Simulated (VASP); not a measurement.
Write the native input for VASP 6.6.1 that does the following.

```
Task                   : single point
Functional             : r2SCAN
Potentials or basis    : VASP PAW PBE potentials, release 64 (Ba_sv, Zr_sv, S)
Cutoff                 : 550 eV
k mesh                 : 8 × 8 × 8
Occupations            : gaussian, width 0.02 eV
Spin                   : no spin polarisation
Dipole correction      : no
Further INCAR settings : ALGO = Normal; EDIFF = 1e-06; NBANDS = 37
```

The system is Ba2ZrS4.

```
CELL_PARAMETERS angstrom
-2.56755 2.56755 8.19029
2.56755 -2.56755 8.19029
2.56755 2.56755 -8.19029
ATOMIC_POSITIONS crystal
Ba 0.64025 0.64025 0.00000
Ba 0.35975 0.35975 0.00000
Zr 0.00000 0.00000 0.00000
S 0.50000 0.00000 0.50000
S 0.00000 0.50000 0.50000
S 0.84063 0.84063 0.00000
S 0.15937 0.15937 0.00000
```

These files were run (other wordings do the same):

POSCAR

```
Ba2ZrS4
1.0
   -2.5675489835      2.5675489835      8.1902891165
    2.5675489835     -2.5675489835      8.1902891165
    2.5675489835      2.5675489835     -8.1902891165
Ba Zr S
2 1 4
Direct
    0.6402519790      0.6402519790      0.0000000000
    0.3597480210      0.3597480210      0.0000000000
    0.0000000000      0.0000000000      0.0000000000
    0.5000000000      0.0000000000      0.5000000000
    0.0000000000      0.5000000000      0.5000000000
    0.8406253290      0.8406253290      0.0000000000
    0.1593746710      0.1593746710      0.0000000000
```

INCAR.step1

```
  ALGO = Normal
  EDIFF = 1E-5
  ENCUT = 550
  GGA = PE
  GGA_COMPAT = False
  ISMEAR = 0
  LASPH = True
  LCHARG = False
  LREAL = False
  LWAVE = True
  NBANDS = 37
  NELM = 120
  PREC = Accurate
  SIGMA = 0.02
```

INCAR.step2

```
  ALGO = Normal
  EDIFF = 1E-6
  ENCUT = 550
  GGA_COMPAT = False
  ISIF = 2
  ISMEAR = 0
  ISTART = 1
  LASPH = True
  LCHARG = False
  LMIXTAU = True
  LREAL = False
  LWAVE = False
  METAGGA = R2SCAN
  NBANDS = 37
  NELM = 120
  PREC = Accurate
  SIGMA = 0.02
```

KPOINTS

```
k-points
0
Gamma
  8 8 8
```

Potentials or basis: VASP PAW PBE potentials, release 64 (Ba_sv, Zr_sv, S).

Launch:

```bash
$ cat potpaw_PBE.64/Ba_sv/POTCAR potpaw_PBE.64/Zr_sv/POTCAR potpaw_PBE.64/S/POTCAR > POTCAR
$ cp INCAR.step1 INCAR
$ mpirun -np 1 vasp_std > vasp.out
$ cp INCAR.step2 INCAR
$ mpirun -np 1 vasp_std > vasp.out
```

It gave:

```
Pressure               : -4.3 GPa
Largest force          : 0.025 eV/Å
Band gap on the k mesh : 1.01 eV (least direct gap 1.23 eV)
```

Caveat: the cell stands under tension; the PAW data sets were made with another functional, which shifts forces and pressure a little; spin-orbit coupling is left out, which moves the levels of the heavy elements.

It took 47 min on 1 thread of Intel(R) Xeon(R) 6975P-C (Granite Rapids), on a shared host, peak memory 1.1 GiB.
